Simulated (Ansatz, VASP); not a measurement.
**Two plane-wave programs on Hf3Ta2F**

```
Hf Ta F
1.0
     3.12500    0.00000    0.00000
    -1.56250    2.70633    0.00000
     0.00000    0.00000   13.19483
Hf Ta F
3 2 1
Direct
  0.33333 0.66667 0.13518
  0.00000 0.00000 0.50000
  0.66667 0.33333 0.86482
  0.33333 0.66667 0.68483
  0.66667 0.33333 0.31517
  0.00000 0.00000 0.00000
```

Change from the starting cell: species swapped into the NaNi2O3 type (P-3m1, No. 164).

Alike in both runs: functional PBE; k mesh 6 × 6 × 2; occupations gaussian, width 0.1 eV; no spin polarisation.

Ansatz relaxed the structure, and its values are those at the end. VASP's run is a single point on that final structure, the one shown.

|  | VASP | Ansatz |
| --- | --- | --- |
| version | VASP 6.6.1 | Ansatz 0.2.0 |
| potentials or method | VASP PAW PBE potentials, release 64 (Hf_pv, Ta_pv, F), cutoff 520 eV | scalar-relativistic, plane waves, PAW |
| valence electrons in the cell | 59 | 111 |

```csv
,VASP,Ansatz,Ansatz less VASP
gap on the k mesh at the Fermi level (eV),none,none,-
pressure (GPa),-0.8,-0.2,+0.60
rms of the force components (eV/Å),0.015,0.003,-0.0120
```

A gap of «none» marks a metal or a gap that the smearing closes. VASP's potentials hold 59 valence electrons a cell and Ansatz's 111, so a difference there can come from the potentials and not from the codes.

The k mesh is coarse, so the values compare programs but aren't converged. Neither program's run includes spin-orbit coupling.
